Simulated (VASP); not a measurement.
# Zn2CdTe3 (P4mm) in VASP: notebook

Runs on Zn2CdTe3. Level: PBE. Tasks: single point, relaxation of cell and atoms.

Program: VASP 6.6.1. These are calculated values, not measurements. Logs are shortened: lines on timing, memory, paths and dates and some standing lists are left out, and cuts for length are marked.

### 1 The cell of the first run

It takes space group P4mm (No. 99, tetragonal). Conventional cell: a = 4.616 Å, b = 4.616 Å, c = 7.744 Å, α = 90.00°, β = 90.00°, γ = 90.00°. Within 3.1 Å of Zn (site symmetry 2mm) lie 3 Te at 2.36 to 2.50 Å. Within 3.6 Å of Cd (site symmetry 4mm) lie 5 Te at 2.61 to 3.53 Å. Te (site symmetry 4mm) has 4 Zn at 2.36 Å within 3.1 Å. Te (site symmetry 2mm) has 1 Zn at 2.50 Å and 2 Cd at 2.61 Å and 4 Te at 3.26 Å within 3.3 Å.

The cell was built from a structure type or drawn by symmetry, and may not be a known phase.

### 2 Single point, PBE

INCAR

```
SYSTEM = Zn2CdTe3
PREC = Accurate ; ENCUT = 520
EDIFF = 1E-6 ; ISMEAR = 0
SIGMA = 0.1 ; LREAL = .FALSE.
LASPH = .TRUE. ; NELM = 100
ALGO = Normal ; ISIF = 2
LWAVE = .FALSE. ; LCHARG = .FALSE.
GGA = PE ; NBANDS = 36
```

KPOINTS

```
regular mesh
0
G
  4 4 2
  0 0 0
```

POSCAR

```
Zn2CdTe3
1.0
    4.6161258000      0.0000000000      0.0000000000
    0.0000000000      4.6161258000      0.0000000000
    0.0000000000      0.0000000000      7.7440602300
Zn Cd Te
2 1 3
Direct
    0.5000000000      0.0000000000      0.1480994800
    0.0000000000      0.5000000000      0.1480994800
    0.0000000000      0.0000000000      0.6683535700
    0.0000000000      0.0000000000      0.2119528400
    0.5000000000      0.0000000000      0.8257702600
    0.0000000000      0.5000000000      0.8257702600
```

Potentials or basis: VASP PAW PBE potentials, release 64 (Zn, Cd, Te).

Started as:

```
$ cat potpaw_PBE.64/Zn/POTCAR potpaw_PBE.64/Cd/POTCAR potpaw_PBE.64/Te/POTCAR > POTCAR
$ mpirun -np 1 vasp_std > vasp.out
```

OUTCAR:

```text
SYSTEM = Zn2CdTe3
   PREC = Accurate
   ENCUT = 520
   EDIFF = 1E-6
   ISMEAR = 0
   LREAL = .FALSE.
   LASPH = .TRUE.
   NELM = 100
   ISIF = 2
   GGA = PE

 ion  position               nearest neighbor table
   1  0.500  0.000  0.148-   4 2.36   4 2.36   5 2.50
   2  0.000  0.500  0.148-   4 2.36   4 2.36   6 2.50
   3  0.000  0.000  0.668-   5 2.61   6 2.61   6 2.61   5 2.61   4 3.53
   4  0.000  0.000  0.212-   1 2.36   2 2.36   2 2.36   1 2.36   3 3.53
   5  0.500  0.000  0.826-   1 2.50   3 2.61   3 2.61   6 3.26   6 3.26   6 3.26   6 3.26
   6  0.000  0.500  0.826-   2 2.50   3 2.61   3 2.61   5 3.26   5 3.26   5 3.26   5 3.26

  LATTYP: Found a simple tetragonal cell.
 ALAT       =     4.6161258000
 C/A-ratio  =     1.6776103091

  Lattice vectors:

 A1 = (   4.6161258000,   0.0000000000,   0.0000000000)
 A2 = (   0.0000000000,   4.6161258000,   0.0000000000)
 A3 = (   0.0000000000,   0.0000000000,   7.7440602300)

Analysis of symmetry for initial positions (statically):
=====================================================================
 Subroutine PRICEL returns:
 Original cell was already a primitive cell.

 Routine SETGRP: Setting up the symmetry group for a
 simple tetragonal supercell.

 Subroutine GETGRP returns: Found  8 space group operations
 (whereof  8 operations were pure point group operations)
 out of a pool of 16 trial point group operations.

The static configuration has the point symmetry C_4v.

Analysis of symmetry for dynamics (positions and initial velocities):
=====================================================================
 Subroutine PRICEL returns:
 Original cell was already a primitive cell.

 Routine SETGRP: Setting up the symmetry group for a
 simple tetragonal supercell.

 Subroutine GETGRP returns: Found  8 space group operations
 (whereof  8 operations were pure point group operations)
 out of a pool of 16 trial point group operations.

The dynamic configuration has the point symmetry C_4v.

 Subroutine INISYM returns: Found  8 space group operations
 (whereof  8 operations are pure point group operations),
 and found     1 'primitive' translations

----------------------------------------------------------------------------------------

                                     Primitive cell

  volume of cell :     165.0152

  direct lattice vectors                    reciprocal lattice vectors
     4.616125800  0.000000000  0.000000000     0.216631878  0.000000000  0.000000000
     0.000000000  4.616125800  0.000000000     0.000000000  0.216631878  0.000000000
     0.000000000  0.000000000  7.744060230     0.000000000  0.000000000  0.129131227

  length of vectors
     4.616125800  4.616125800  7.744060230     0.216631878  0.216631878  0.129131227

  position of ions in fractional coordinates (direct lattice)
     0.500000000  0.000000000  0.148099480
     0.000000000  0.500000000  0.148099480
     0.000000000  0.000000000  0.668353570
     0.000000000  0.000000000  0.211952840
     0.500000000  0.000000000  0.825770260
     0.000000000  0.500000000  0.825770260

  ion indices of the primitive-cell ions
   primitive index   ion index
                 1           1
                 2           2
                 3           3
                 4           4
                 5           5
                 6           6

----------------------------------------------------------------------------------------

 KPOINTS: regular mesh

Automatic generation of k-mesh.
 Grid dimensions read from file:
 generate k-points for:    4    4    2

 Generating k-lattice:

  Cartesian coordinates                     Fractional coordinates (reciprocal lattice)
     0.054157969  0.000000000  0.000000000     0.250000000  0.000000000  0.000000000
     0.000000000  0.054157969  0.000000000     0.000000000  0.250000000  0.000000000
     0.000000000  0.000000000  0.064565614     0.000000000  0.000000000  0.500000000

  Length of vectors
     0.054157969  0.054157969  0.064565614

  Shift w.r.t. Gamma in fractional coordinates (k-lattice)
     0.000000000  0.000000000  0.000000000

 Subroutine IBZKPT returns following result:
 ===========================================

 Found     12 irreducible k-points:

 Following reciprocal coordinates:
            Coordinates               Weight
  0.000000  0.000000  0.000000      1.000000
  0.250000  0.000000  0.000000      4.000000
  0.500000  0.000000  0.000000      2.000000
  0.250000  0.250000  0.000000      4.000000
  0.500000  0.250000  0.000000      4.000000
  0.500000  0.500000  0.000000      1.000000
  0.000000  0.000000  0.500000      1.000000
  0.250000  0.000000  0.500000      4.000000
  0.500000  0.000000  0.500000      2.000000
  0.250000  0.250000  0.500000      4.000000
  0.500000  0.250000  0.500000      4.000000
  0.500000  0.500000  0.500000      1.000000
   k-points           NKPTS =     12   k-points in BZ     NKDIM =     12   number of bands    NBANDS=     36
   number of dos      NEDOS =    301   number of ions     NIONS =      6
   total plane-waves  NPLWV =  77760
   dimension x,y,z NGX =    36 NGY =   36 NGZ =   60
   dimension x,y,z NGXF=    72 NGYF=   72 NGZF=  120
   ions per type =               2   1   3
   NGX,Y,Z   is equivalent  to a cutoff of  12.97, 12.97, 12.88 a.u.
   NGXF,Y,Z  is equivalent  to a cutoff of  25.93, 25.93, 25.76 a.u.
 SYSTEM =  Zn2CdTe3
   PREC   = accura    normal or accurate (medium, high low for compatibility)
   ISTART =      0    job   : 0-new  1-cont  2-samecut
   ICHARG =      2    charge: 1-file 2-atom 10-const
   ISPIN  =      1    spin polarized calculation?
   LNONCOLLINEAR =      F non collinear calculations
   LSORBIT =      F    spin-orbit coupling
   LASPH  =      T    aspherical Exc in radial PAW
   ENCUT  =  520.0 eV  38.22 Ry    6.18 a.u.   8.58  8.58 14.40*2*pi/ulx,y,z
   NELM   =    100;   NELMIN=  2; NELMDL= -5     # of ELM steps
   EDIFF  = 0.1E-05   stopping-criterion for ELM
   LREAL  =      F    real-space projection
   EDIFFG = 0.1E-04   stopping-criterion for IOM
   NSW    =      0    number of steps for IOM
   IBRION =     -1    ionic relax: 0-MD 1-quasi-New 2-CG
   NFREE  =      0    steps in history (QN), initial steepest desc. (CG)
   ISIF   =      2    stress and relaxation
   ISYM   =      2    0-nonsym 1-usesym 2-fastsym
   POTIM  = 0.5000    time-step for ionic-motion
   TEBEG  =    0.0;   TEEND  =   0.0 temperature during run
   PSTRESS=    0.0 pullay stress
   NELECT =      54.0000    total number of electrons
   NUPDOWN=      -1.0000    fix difference up-down
   EMIN   =  10.00;   EMAX   =-10.00  energy-range for DOS
   EFERMI =   0.00;   METHOD = LEGACY
   ISMEAR =     0;   SIGMA  =   0.10  broadening in eV -4-tet -1-fermi 0-gaus
   EFERMI_NEDOS =   21; number of points for ismear=-14 and -15
   IALGO  =     38    algorithm
   IMIX   =      4    mixing-type and parameters
     AMIX     =   0.40;   BMIX     =  1.00
     AMIX_MAG =   1.60;   BMIX_MAG =  1.00
  volume/ion in A,a.u.               =      27.50       185.60
  Fermi-wavevector in a.u.,A,eV,Ry     =   1.128145  2.131884 17.316273  1.272710
  Thomas-Fermi vector in A             =   2.264833
   LORBIT       =      0    0 simple, 1 ext, 2 COOP (PROOUT), +10 PAW based schemes
   GGA     = PE    functional components
   LHFCALC =     F    Hartree Fock is set to
   AEXX    =    0.0000 exact exchange contribution
   IVDW    =     0    specifies the selected vdW correction
   LEPSILON=     F    determine dielectric tensor
   LRPA    =     F    only Hartree local field effects (RPA)
 non-spin polarized calculation
 Gauss-broadening in eV      SIGMA  =   0.10
  energy-cutoff  :      520.00
  volume of cell :      165.02
 maximum number of plane-waves:      4468
 NGX is ok and might be reduce to    36
   NGX = 17   NGY = 17   NGZ = 29

 number of electron      53.9999960 magnetization

 Free energy of the ion-electron system (eV)
  ---------------------------------------------------
  ext. energy  EPLUGINS =         0.00000000
  ---------------------------------------------------
  free energy    TOTEN  =        -7.89768413 eV

  energy without entropy =       -7.88970242  energy(sigma->0) =       -7.89369327

 E-fermi :   4.9472     XC(G=0):  -9.0915

 val. band max:        4.8961363463   @ k =   0.5000   0.2500   0.0000
 cond. band min:       5.0308084646   @ k =   0.0000   0.0000   0.0000
 fundamental gap:      0.1346721183
 Fermi energy:         4.9471931248

 k-point     1 :       0.0000    0.0000    0.0000
  band No.  band energies     occupation
      1      -9.6269      2.00000
      2      -8.6892      2.00000
      3      -6.7781      2.00000
      4      -5.2505      2.00000
      5      -5.2505      2.00000
      6      -4.9930      2.00000
[... 28 lines left out ...]
     35       9.8706      0.00000
     36       9.8706      0.00000

 k-point     2 :       0.2500    0.0000    0.0000
  band No.  band energies     occupation
      1      -9.3320      2.00000
      2      -8.4589      2.00000
      3      -7.1091      2.00000
      4      -5.2322      2.00000
      5      -5.2069      2.00000
      6      -4.9576      2.00000
[... 28 lines left out ...]
     35       8.9541      0.00000
     36       9.9060      0.00000

 k-point     3 :       0.5000    0.0000    0.0000
  band No.  band energies     occupation
      1      -8.8982      2.00000
      2      -7.9410      2.00000
      3      -7.8690      2.00000
      4      -5.2112      2.00000
      5      -5.1228      2.00000
      6      -4.9511      2.00000
[... 28 lines left out ...]
     35       9.8513      0.00000
     36      10.5831      0.00000
[... 274 lines left out ...]
 k-point    11 :       0.5000    0.2500    0.5000
  band No.  band energies     occupation
      1      -8.5951      2.00000
      2      -7.8342      2.00000
      3      -7.7811      2.00000
      4      -5.2179      2.00000
      5      -5.0029      2.00000
      6      -4.9426      2.00000
[... 28 lines left out ...]
     35      10.5702      0.00000
     36      11.0995      0.00000

 k-point    12 :       0.5000    0.5000    0.5000
  band No.  band energies     occupation
      1      -8.2011      2.00000
      2      -7.7183      2.00000
      3      -7.7183      2.00000
      4      -5.1777      2.00000
      5      -5.0616      2.00000
      6      -4.8923      2.00000
[... 28 lines left out ...]
     35      11.1104      0.00000
     36      11.1104      0.00000

------------------------ aborting loop because EDIFF is reached ----------------------------------------

  FORCE on cell =-STRESS in cart. coord.  units (eV):
  Direction    XX          YY          ZZ          XY          YZ          ZX
  --------------------------------------------------------------------------------------
  -------------------------------------------------------------------------------------
  Total       25.2402107     25.2402107     13.4063847      0.0000000      0.0000000      0.0000000
  in kB      245.0640260    245.0640260    130.1662117      0.0000000      0.0000000      0.0000000
  external PRESSURE =     206.7647546 kB  Pullay stress =       0.0000000 kB

 VOLUME and BASIS-vectors are now :
 -----------------------------------------------------------------------------
  energy-cutoff  :      520.00
  volume of cell :      165.02
      direct lattice vectors                 reciprocal lattice vectors
     4.616125800  0.000000000  0.000000000     0.216631878  0.000000000  0.000000000
     0.000000000  4.616125800  0.000000000     0.000000000  0.216631878  0.000000000
     0.000000000  0.000000000  7.744060230     0.000000000  0.000000000  0.129131227

 POSITION                                       TOTAL-FORCE (eV/Angst)
 -----------------------------------------------------------------------------------
      2.30806      0.00000      1.14689        -0.000000      0.000000     -0.069475
      0.00000      2.30806      1.14689         0.000000     -0.000000     -0.069475
      0.00000      0.00000      5.17577        -0.000000      0.000000     -3.707379
      0.00000      0.00000      1.64138        -0.000000      0.000000      4.003156
      2.30806      0.00000      6.39481        -0.000000      0.000000     -0.078414
      0.00000      2.30806      6.39481         0.000000      0.000000     -0.078414
 -----------------------------------------------------------------------------------
    total drift:                                0.000000      0.000000     -0.003274

  FREE ENERGIE OF THE ION-ELECTRON SYSTEM (eV)
  ---------------------------------------------------
  free  energy   TOTEN  =        -7.8976841281 eV

  energy  without entropy=       -7.8897024188  energy(sigma->0) =       -7.89369327
```

Wall time 2.1 min (1 thread of Intel Xeon 8259CL, shared host); peak memory 0.3 GiB.

What came out:

| Item | Value |
| --- | --- |
| Free energy | -7.8977 eV |
| Pressure | 20.7 GPa |
| Largest force | 4.003 eV/Å |
| Band gap on the k mesh | zero (bands 27 and 28 overlap by 2.02 eV) |

Forces in eV/Å, atoms in the order of the input:
```
Zn   0.000  0.000 -0.069
Zn   0.000  0.000 -0.069
Cd   0.000  0.000 -3.707
Te   0.000  0.000  4.003
Te   0.000  0.000 -0.078
Te   0.000  0.000 -0.078
```

Stress tensor (GPa, compression positive):
```
24.51  0.00  0.00
 0.00 24.51  0.00
 0.00  0.00 13.02
```

Caveat: the k points lie up to 0.41 Å⁻¹ apart, too coarse for converged energies and pressures of a metal; spin-orbit coupling is left out, which moves the levels of the heavy elements; forces of over 1 eV/Å act on the atoms, so gaps and moduli don't describe the material at rest.

### 3 Single point, PBE

This run uses another cell than the first one, of 36.57 Å³/atom.

INCAR

```
PREC     = Accurate       # precision mode
ENCUT    = 520            # plane-wave cutoff, eV
EDIFF    = 1E-7           # SCF threshold, eV
ISMEAR   = 0              # smearing method
SIGMA    = 0.1            # smearing width, eV
LREAL    = F              # projectors in reciprocal space
LASPH    = T              # aspherical terms in the spheres
NELM     = 80             # most SCF steps
ALGO     = Normal         # electronic algorithm
ISIF     = 2              # what is computed and relaxed
LWAVE    = F              # write WAVECAR
LCHARG   = F              # write CHGCAR
GGA      = PE             # functional
NBANDS   = 36             # bands
```

KPOINTS

```
regular mesh
0
Gamma
  4 4 4
```

POSCAR

```
Zn2CdTe3
1.0
    5.4200122637      0.0000000000      0.0000000000
    0.0000000000      5.4200122637      0.0000000000
    0.0000000000      0.0000000000      7.4685274571
Zn Cd Te
2 1 3
Direct
    0.5000000000      0.0000000000      0.1466970583
    0.0000000000      0.5000000000      0.1466970583
    0.0000000000      0.0000000000      0.6622426268
    0.0000000000      0.0000000000      0.2734347340
    0.5000000000      0.0000000000      0.7994872063
    0.0000000000      0.5000000000      0.7994872063
```

Potentials or basis: VASP PAW PBE potentials, release 64 (Zn, Cd, Te).

Started as:

```
$ cat potpaw_PBE.64/Zn/POTCAR potpaw_PBE.64/Cd/POTCAR potpaw_PBE.64/Te/POTCAR > POTCAR
$ mpirun -np 1 vasp_std > vasp.out
```

It took 3.8 min on 1 thread of Intel Xeon 8259CL, shared host; peak memory 0.37 GiB.

It converged, with:

```
Free energy            : -12.1120 eV
Pressure               : 0.0 GPa
Largest force          : 0.023 eV/Å
Band gap on the k mesh : zero (bands 27 and 28 overlap by 1.10 eV)
```

Forces on the atoms (eV/Å):
```
Zn   0.000  0.000  0.023
Zn   0.000  0.000  0.023
Cd   0.000  0.000  0.003
Te   0.000  0.000 -0.017
Te   0.000  0.000 -0.016
Te   0.000  0.000 -0.016
```

Stress tensor (GPa, compression positive):
```
-0.05  0.00  0.00
 0.00 -0.05  0.00
 0.00  0.00  0.22
```

Levels at points of the mesh, in eV from the Fermi level:
| k point | band 24 | band 25 | band 26 | band 27 | band 28 | band 29 | band 30 | band 31 |
| --- | --- | --- | --- | --- | --- | --- | --- | --- |
| (0.00, 0.00, 0.00) | -2.50 | -1.59 | -1.12 | -0.29 | -0.18 | -0.18 | 0.00 | 2.89 |
| (0.50, 0.00, 0.00) | -2.06 | -1.94 | -1.54 | -1.38 | -0.57 | 2.26 | 2.69 | 2.79 |
| (0.50, 0.50, 0.00) | -2.70 | -2.70 | 0.44 | 0.48 | 0.76 | 2.64 | 2.64 | 3.15 |
| (0.00, 0.00, 0.50) | -2.98 | -2.98 | -0.39 | -0.17 | -0.17 | 0.29 | 0.78 | 3.38 |
| (0.50, 0.00, 0.50) | -2.11 | -1.84 | -1.55 | -1.36 | -0.16 | 1.66 | 2.35 | 2.49 |
| (0.50, 0.50, 0.50) | -2.03 | -2.03 | 0.19 | 0.49 | 0.77 | 1.13 | 1.80 | 1.80 |

Caveat: spin-orbit coupling is left out, which moves the levels of the heavy elements.

### 4 Single point, PBE

This run uses another cell than the first one, of 36.57 Å³/atom.

INCAR

```
PREC = Accurate ; ENCUT = 520
EDIFF = 1E-6 ; ISMEAR = 0
SIGMA = 0.1 ; LREAL = F
LASPH = T ; NELM = 80
ALGO = Normal ; ISIF = 2
LWAVE = F ; LCHARG = T
GGA = PE ; LELF = T
LVHAR = T ; NBANDS = 36
```

KPOINTS

```
regular mesh
0
Gamma
  4 4 2
```

POSCAR is that of step 3.

Started as:

```
$ cat potpaw_PBE.64/Zn/POTCAR potpaw_PBE.64/Cd/POTCAR potpaw_PBE.64/Te/POTCAR > POTCAR
$ mpirun -np 1 vasp_std > vasp.out
```

It took 3.1 min on 1 thread of Intel Xeon 8259CL, shared host; peak memory 0.33 GiB.

It converged, with:

| Quantity | Value |
| --- | --- |
| Free energy | -12.1321 eV |
| Pressure | 0.0 GPa |
| Largest force | 0.009 eV/Å |
| Band gap on the k mesh | zero (bands 27 and 28 overlap by 1.11 eV) |

Forces in eV/Å, atoms in the order of the input:
```
Zn   0.000  0.000  0.008
Zn   0.000  0.000  0.008
Cd   0.000  0.000  0.005
Te   0.000  0.000 -0.003
Te   0.000  0.000 -0.009
Te   0.000  0.000 -0.009
```

Stress tensor (GPa, compression positive):
```
-0.05  0.00  0.00
 0.00 -0.05  0.00
 0.00  0.00  0.11
```

Levels at points of the mesh, in eV from the Fermi level:
| k point | band 25 | band 26 | band 27 | band 28 | band 29 | band 30 |
| --- | --- | --- | --- | --- | --- | --- |
| (0.00, 0.00, 0.00) | -1.59 | -1.13 | -0.29 | -0.18 | -0.18 | 0.01 |
| (0.50, 0.00, 0.00) | -1.95 | -1.54 | -1.38 | -0.58 | 2.25 | 2.68 |
| (0.50, 0.50, 0.00) | -2.70 | 0.43 | 0.48 | 0.76 | 2.63 | 2.63 |
| (0.00, 0.00, 0.50) | -2.98 | -0.40 | -0.16 | -0.16 | 0.28 | 0.78 |
| (0.50, 0.00, 0.50) | -1.84 | -1.55 | -1.36 | -0.17 | 1.65 | 2.36 |
| (0.50, 0.50, 0.50) | -2.04 | 0.18 | 0.49 | 0.77 | 1.13 | 1.80 |

Caveat: the k points lie up to 0.42 Å⁻¹ apart, too coarse for converged energies and pressures of a metal; spin-orbit coupling is left out, which moves the levels of the heavy elements.

(Continued in part 2 of 3.)
